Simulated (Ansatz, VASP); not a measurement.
GaN: VASP beside Ansatz

File INCAR:

```
SYSTEM = GaN
PREC = Accurate
ENCUT = 520
EDIFF = 1E-7
ISMEAR = -1
SIGMA = 0.02
LREAL = .FALSE.
LASPH = .TRUE.
NELM = 100
ALGO = Normal
ISIF = 2
LWAVE = .FALSE.
LCHARG = .FALSE.
GGA = PS
NBANDS = 16
```

The input KPOINTS:

```
regular mesh
0
G
  13 13 13
  0 0 0
```

File POSCAR:

```
GaN
1.0
    0.0000000000      1.9925000000      1.9725750000
    1.9925000000      0.0000000000      1.9725750000
    1.9925000000      1.9925000000      0.0000000000
Ga N
1 1
Direct
    0.5000000000      0.5000000000      0.5000000000
    0.0000000000      0.0000000000      0.0000000000
```

Input for Ansatz:

```yaml
crystal:
  lattice:
    - [0.0, 1.9925, 1.972575]
    - [1.9925, 0.0, 1.972575]
    - [1.9925, 1.9925, 0.0]
  atoms:
    - { symbol: Ga, position: [0.5, 0.5, 0.5] }
    - { symbol: "N", position: [0.0, 0.0, 0.0] }
kpoints:
  mp_grid: { grid: [13, 13, 13] }
  band_path:
    path:
      - [0.0, 0.0, 0.0]
      - [0.0, 0.5, 0.5]
      - [0.25, 0.75, 0.5]
      - [0.0, 0.5, 0.0]
      - [0.0, 0.0, 0.0]
      - [0.5, 0.5, 0.0]
      - [0.3775380063, 0.6224619937, 0.0]
      - [-0.3775380063, 0.3775380063, 0.0]
      - [0.0, 0.0, 0.0]
    npoints: 5
scf:
  occupations: { method: fermi_dirac, width: 0.02 }
hamiltonian:
  xc: pbesol
  pseudopotentials: { kind: all_electron, lapw: { basis_error: 0.001 } }
output:
  forces: true
  stress: true
  eigenvalues: true
```

Change from the starting cell: zz strain of -1 %.

Alike in both runs: task single point; functional PBEsol; k mesh 13 × 13 × 13; occupations fermi-dirac, width 0.02 eV; no spin polarisation.

|  | VASP | Ansatz |
| --- | --- | --- |
| version | VASP 6.6.1 | Ansatz 0.2.0 |
| potentials or method | VASP PAW PBE potentials, release 64 (Ga_d, N), cutoff 520 eV | all-electron LAPW, scalar-relativistic |

Ansatz gave:

| Property | Result |
| --- | --- |
| gap on the k mesh at the Fermi level (eV) | 1.80 |
| pressure (GPa) | 63.7 |
| traceless stress, the component that is largest in VASP (GPa) | 3.58 |

**Question.** Which values does VASP return?

**Answer.** gap on the k mesh at the Fermi level (eV): 1.79; pressure (GPa): 64.4; traceless stress, the component that is largest in VASP (GPa): 3.52.

VASP's potentials were made for PBE, not for PBEsol. Both programs put the cell under a high pressure, so it lies far from rest at this level. Ansatz ran all-electron here, and VASP with PAW potentials.

Noted on VASP's run: the cell as given lies far from equilibrium.
